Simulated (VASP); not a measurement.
# Ta3HC4 in VASP: relaxation of the atoms with PBEsol

Aim: the relaxation of the atoms of Ta3HC4 with PBEsol.

Program: VASP 6.6.1. These are calculated values, not measurements. Logs are shortened: lines on timing, memory, paths and dates and some standing lists are left out, and cuts for length are marked.

**1. The cell of the first run**

The cell holds a slab with vacuum, 8 atoms: a = 3.139 Å, b = 3.139 Å, c = 26.690 Å, α = 90.00°, β = 90.00°, γ = 120.00°.

**2. Relaxation of the atoms, PBEsol**

INCAR

```
  ALGO = Fast
  DIPOL = 0.5 0.5 0.483
  EDIFF = 1E-7
  EDIFFG = -0.03
  ENCUT = 520
  GGA = PS
  IBRION = 2
  IDIPOL = 3
  ISIF = 2
  ISMEAR = 0
  LASPH = True
  LCHARG = False
  LDIPOL = True
  LREAL = False
  LWAVE = False
  NELM = 80
  NSW = 90
  PREC = Accurate
  SIGMA = 0.1
```

KPOINTS

```
k-points
0
Gamma
  9 9 1
```

POSCAR

```
Ta3HC4
1.0
    3.1393032007      0.0000000000      0.0000000000
   -1.5696516003      2.7187163220      0.0000000000
    0.0000000000      0.0000000000     26.6896909896
C Ta H
4 3 1
Selective dynamics
Direct
    0.3333333333      0.6666666667      0.3184750248  F F F
    0.0000000000      0.0000000000      0.4145132416  F F F
    0.6666666667      0.3333333333      0.5091007386  T T T
    0.3333333333      0.6666666667      0.5999630155  T T T
    0.6666666667      0.3333333333      0.3664941332  F F F
    0.3333333333      0.6666666667      0.4634286839  T T T
    0.0000000000      0.0000000000      0.5625887657  T T T
    0.8333333333      0.6666666667      0.6299371355  T T T
```

Potentials or basis: VASP PAW PBE potentials, release 64 (C, Ta_pv, H).

Run with:

```
> cat potpaw_PBE.64/C/POTCAR potpaw_PBE.64/Ta_pv/POTCAR potpaw_PBE.64/H/POTCAR > POTCAR
> mpirun -np 1 vasp_std > vasp.out
```

OUTCAR:

```text
EDIFF = 1E-7
   EDIFFG = -0.03
   ENCUT = 520
   GGA = PS
   IBRION = 2
   ISIF = 2
   ISMEAR = 0
   LASPH = True
   LREAL = False
   NELM = 80
   NSW = 90
   PREC = Accurate

 ion  position               nearest neighbor table
   1  0.333  0.667  0.318-   5 2.22   5 2.22   5 2.22
   2  0.000  0.000  0.415-   5 2.22   5 2.22   5 2.22   6 2.23   6 2.23   6 2.23
   3  0.667  0.333  0.509-   6 2.18   6 2.18   6 2.18   7 2.31   7 2.31   7 2.31
   4  0.333  0.667  0.600-   7 2.07   7 2.07   7 2.07
   5  0.667  0.333  0.366-   2 2.22   1 2.22   1 2.22   2 2.22   2 2.22   1 2.22   6 3.16   6 3.16
                             6 3.16
   6  0.333  0.667  0.463-   3 2.18   3 2.18   3 2.18   2 2.23   2 2.23   2 2.23   5 3.16   5 3.16
                             5 3.16   7 3.21   7 3.21   7 3.21
   7  0.000  0.000  0.563-   8 2.01   4 2.07   4 2.07   4 2.07   3 2.31   3 2.31   3 2.31   6 3.21
                             6 3.21   6 3.21
   8  0.833  0.667  0.630-   7 2.01

  LATTYP: Found a hexagonal cell.
 ALAT       =     3.1393032007
 C/A-ratio  =     8.5017882260

  Lattice vectors:

 A1 = (   3.1393032007,   0.0000000000,   0.0000000000)
 A2 = (  -1.5696516003,   2.7187163220,   0.0000000000)
 A3 = (   0.0000000000,   0.0000000000,  26.6896909896)

Analysis of symmetry for initial positions (statically):
=====================================================================
 Subroutine PRICEL returns:
 Original cell was already a primitive cell.

 Routine SETGRP: Setting up the symmetry group for a
 hexagonal supercell.

 Subroutine GETGRP returns: Found  2 space group operations
 (whereof  2 operations were pure point group operations)
 out of a pool of 24 trial point group operations.

The static configuration has the point symmetry C_1h.

Analysis of symmetry for dynamics (positions and initial velocities):
=====================================================================
 Subroutine PRICEL returns:
 Original cell was already a primitive cell.

 Routine SETGRP: Setting up the symmetry group for a
 hexagonal supercell.

 Subroutine GETGRP returns: Found  2 space group operations
 (whereof  2 operations were pure point group operations)
 out of a pool of 24 trial point group operations.

The dynamic configuration has the point symmetry C_1h.

Analysis of constrained symmetry for selective dynamics:
=====================================================================
 Subroutine PRICEL returns:
 Original cell was already a primitive cell.

 Routine SETGRP: Setting up the symmetry group for a
 hexagonal supercell.

 Subroutine GETGRP returns: Found  2 space group operations
 (whereof  2 operations were pure point group operations)
 out of a pool of 24 trial point group operations.

The constrained configuration has the point symmetry C_1h.

 Subroutine INISYM returns: Found  2 space group operations
 (whereof  2 operations are pure point group operations),
 and found     1 'primitive' translations

----------------------------------------------------------------------------------------

                                     Primitive cell

  volume of cell :     227.7932

  direct lattice vectors                    reciprocal lattice vectors
     3.139303201  0.000000000  0.000000000     0.318542025  0.183910324  0.000000000
    -1.569651600  2.718716322  0.000000000     0.000000000  0.367820648  0.000000000
     0.000000000  0.000000000 26.689690990     0.000000000  0.000000000  0.037467650

  length of vectors
     3.139303201  3.139303201 26.689690990     0.367820648  0.367820648  0.037467650

  position of ions in fractional coordinates (direct lattice)
     0.333333333  0.666666667  0.318475025
     0.000000000  0.000000000  0.414513242
     0.666666667  0.333333333  0.509100739
     0.333333333  0.666666667  0.599963016
     0.666666667  0.333333333  0.366494133
     0.333333333  0.666666667  0.463428684
     0.000000000  0.000000000  0.562588766
     0.833333333  0.666666667  0.629937136

[... 35 lines left out ...]
 Found     25 irreducible k-points:

 Following reciprocal coordinates:
            Coordinates               Weight
  0.000000  0.000000  0.000000      1.000000
  0.111111  0.000000  0.000000      4.000000
  0.000000  0.111111  0.000000      2.000000
  0.222222  0.000000  0.000000      4.000000
  0.000000  0.222222  0.000000      2.000000
  0.333333  0.000000  0.000000      4.000000
[... 16 lines left out ...]
 -0.222222 -0.444444  0.000000      4.000000
  0.444444  0.333333  0.000000      4.000000
   k-points           NKPTS =     25   k-points in BZ     NKDIM =     25   number of bands    NBANDS=     30
   number of dos      NEDOS =    301   number of ions     NIONS =      8
   total plane-waves  NPLWV = 115200
   dimension x,y,z NGX =    24 NGY =   24 NGZ =  200
   dimension x,y,z NGXF=    48 NGYF=   48 NGZF=  400
   ions per type =               4   3   1
   NGX,Y,Z   is equivalent  to a cutoff of  12.71, 12.71, 12.46 a.u.
   NGXF,Y,Z  is equivalent  to a cutoff of  25.42, 25.42, 24.92 a.u.
 SYSTEM =  unknown system
   PREC   = accura    normal or accurate (medium, high low for compatibility)
   ISTART =      0    job   : 0-new  1-cont  2-samecut
   ICHARG =      2    charge: 1-file 2-atom 10-const
   ISPIN  =      1    spin polarized calculation?
   LNONCOLLINEAR =      F non collinear calculations
   LSORBIT =      F    spin-orbit coupling
   LASPH  =      T    aspherical Exc in radial PAW
   ENCUT  =  520.0 eV  38.22 Ry    6.18 a.u.   5.84  5.84 49.63*2*pi/ulx,y,z
   NELM   =     80;   NELMIN=  2; NELMDL= -5     # of ELM steps
   EDIFF  = 0.1E-06   stopping-criterion for ELM
   LREAL  =      F    real-space projection
   EDIFFG = -.3E-01   stopping-criterion for IOM
   NSW    =     90    number of steps for IOM
   IBRION =      2    ionic relax: 0-MD 1-quasi-New 2-CG
   NFREE  =      1    steps in history (QN), initial steepest desc. (CG)
   ISIF   =      2    stress and relaxation
   ISYM   =      2    0-nonsym 1-usesym 2-fastsym
   POTIM  = 0.5000    time-step for ionic-motion
   TEBEG  =    0.0;   TEEND  =   0.0 temperature during run
   PSTRESS=    0.0 pullay stress
   NELECT =      50.0000    total number of electrons
   NUPDOWN=      -1.0000    fix difference up-down
   EMIN   =  10.00;   EMAX   =-10.00  energy-range for DOS
   EFERMI =   0.00;   METHOD = LEGACY
   ISMEAR =     0;   SIGMA  =   0.10  broadening in eV -4-tet -1-fermi 0-gaus
   EFERMI_NEDOS =   21; number of points for ismear=-14 and -15
   IALGO  =     68    algorithm
   IMIX   =      4    mixing-type and parameters
     AMIX     =   0.40;   BMIX     =  1.00
     AMIX_MAG =   1.60;   BMIX_MAG =  1.00
  volume/ion in A,a.u.               =      28.47       192.15
  Fermi-wavevector in a.u.,A,eV,Ry     =   0.987532  1.866165 13.268671  0.975220
  Thomas-Fermi vector in A             =   2.118993
   LORBIT       =      0    0 simple, 1 ext, 2 COOP (PROOUT), +10 PAW based schemes
   GGA     = PS    functional components
   LHFCALC =     F    Hartree Fock is set to
   AEXX    =    0.0000 exact exchange contribution
   IVDW    =     0    specifies the selected vdW correction
   LEPSILON=     F    determine dielectric tensor
   LRPA    =     F    only Hartree local field effects (RPA)
 conjugate gradient relaxation of ions
 non-spin polarized calculation
 RMM-DIIS sequential band-by-band and
 Gauss-broadening in eV      SIGMA  =   0.10
  energy-cutoff  :      520.00
  volume of cell :      227.79
 maximum number of plane-waves:      6174
   NGX = 11   NGY = 11   NGZ = 99

 dipolmoment           0.000000      0.000000      0.191802 electrons x Angstroem

--------------------------------------- Ionic step        1  -------------------------------------------

 number of electron      49.9999996 magnetization

 Free energy of the ion-electron system (eV)
  ---------------------------------------------------
  ext. energy  EPLUGINS =         0.00000000
  ---------------------------------------------------
  free energy    TOTEN  =       -76.93005817 eV

  energy without entropy =      -76.90846761  energy(sigma->0) =      -76.91926289

------------------------ aborting loop because EDIFF is reached ----------------------------------------

  FORCE on cell =-STRESS in cart. coord.  units (eV):
  Direction    XX          YY          ZZ          XY          YZ          ZX
  --------------------------------------------------------------------------------------
  -------------------------------------------------------------------------------------
  Total       -2.9682568      2.1771281     -3.3869149      0.0000000      0.4554514      0.0000000
  in kB      -20.8771566     15.3127739    -23.8217777      0.0000000      3.2034058      0.0000000
  external PRESSURE =      -9.7953868 kB  Pullay stress =       0.0000000 kB
[... 107 lines left out ...]
  FREE ENERGIE OF THE ION-ELECTRON SYSTEM (eV)
  ---------------------------------------------------
  free  energy   TOTEN  =       -77.1740923196 eV

  energy  without entropy=      -77.1556908513  energy(sigma->0) =      -77.16489159

[... ionic steps 4 to 12 ...]

--------------------------------------- Ionic step       13  -------------------------------------------

 number of electron      49.9999999 magnetization

------------------------ aborting loop because EDIFF is reached ----------------------------------------
[... 79 lines left out ...]
--------------------------------------- Ionic step       15  -------------------------------------------

 number of electron      50.0000000 magnetization

 dipolmoment           0.000000      0.000000     -0.087862 electrons x Angstroem

 Free energy of the ion-electron system (eV)
  ---------------------------------------------------
  ext. energy  EPLUGINS =         0.00000000
  ---------------------------------------------------
  free energy    TOTEN  =       -77.22203418 eV

  energy without entropy =      -77.20354507  energy(sigma->0) =      -77.21278963

 E-fermi :  -1.3310     XC(G=0):  -5.0609

 val. band max:       -1.3456680462   @ k =   0.1111   0.0000   0.0000
 cond. band min:      -1.3131676078   @ k =   0.4444   0.0000   0.0000
 fundamental gap:      0.0325004384
 Fermi energy:        -1.3310368048

 k-point     1 :       0.0000    0.0000    0.0000
  band No.  band energies     occupation
      1     -36.6824      2.00000
      2     -36.3515      2.00000
      3     -36.2445      2.00000
      4     -36.2401      2.00000
      5     -36.0518      2.00000
      6     -36.0418      2.00000
[... 781 lines left out ...]
     29       1.6422      0.00000
     30       1.9363      0.00000

 [... further k-points ...]

------------------------ aborting loop because EDIFF is reached ----------------------------------------

 vacuum level on the upper side and lower side of the slab       (xc-potential included)        -0.920         0.904

  FORCE on cell =-STRESS in cart. coord.  units (eV):
  Direction    XX          YY          ZZ          XY          YZ          ZX
  --------------------------------------------------------------------------------------
  -------------------------------------------------------------------------------------
  Total       -5.3214268      0.2740502     -3.6662971      0.0000000     -0.1974349     -0.0000000
  in kB      -37.4281166      1.9275250    -25.7868053      0.0000000     -1.3886531     -0.0000000
  external PRESSURE =     -20.4291323 kB  Pullay stress =       0.0000000 kB
[... 23 lines left out ...]
  FREE ENERGIE OF THE ION-ELECTRON SYSTEM (eV)
  ---------------------------------------------------
  free  energy   TOTEN  =       -77.2220341824 eV

  energy  without entropy=      -77.2035450680  energy(sigma->0) =      -77.21278963

 reached required accuracy - stopping structural energy minimisation

 vacuum level on the upper side and lower side of the slab         3.503         5.364
```

Wall time 40 min (1 thread of Oxide Virtual Turin-like, shared host); peak memory 0.41 GiB.

What came out:

```
Free energy               : -77.2220 eV
Energy gained by relaxing : 36.5 meV/atom
Ionic steps               : 15
Band gap on the k mesh    : zero (bands 25 and 26 overlap by 0.01 eV)
```

Step by step:
```csv
step,energy change (eV),largest force on free atoms (eV/Å),pressure (GPa)
1,0.0000,2.2306,-0.98
2,-0.2439,0.9396,-2.23
3,-0.2440,0.9796,-2.25
4,-0.2855,0.1866,-2.22
5,-0.2855,0.1856,-2.22
6,-0.2884,0.1084,-2.17
7,-0.2890,0.0961,-2.13
8,-0.2899,0.0839,-2.14
9,-0.2902,0.1080,-2.15
10,-0.2907,0.0782,-2.13
11,-0.2914,0.0641,-2.10
12,-0.2914,0.0787,-2.09
13,-0.2916,0.0580,-2.08
14,-0.2919,0.0313,-2.06
15,-0.2920,0.0300,-2.04
```

Final structure:
```
C Ta H
1.0
     3.13930    0.00000    0.00000
    -1.56965    2.71872    0.00000
     0.00000    0.00000   26.68969
C Ta H
4 3 1
Direct
  0.33333 0.66667 0.31848
  0.00000 0.00000 0.41451
  0.66729 0.33458 0.51085
  0.33335 0.66670 0.60424
  0.66667 0.33333 0.36649
  0.33597 0.67195 0.46213
  0.99556 0.99111 0.56160
  0.83090 0.66181 0.62425
```

Levels at points of the mesh, in eV from the Fermi level:
| k point | band 21 | band 22 | band 23 | band 24 | band 25 | band 26 | band 27 | band 28 | band 29 | band 30 |
| --- | --- | --- | --- | --- | --- | --- | --- | --- | --- | --- |
| (0.00, 0.00, 0.00) | -1.72 | -1.62 | -0.46 | -0.18 | -0.09 | 0.46 | 0.66 | 0.94 | 1.18 | 1.30 |

Caveat: the PAW data sets were made with another functional, which shifts forces and pressure a little; spin-orbit coupling is left out, which moves the levels of the heavy elements.
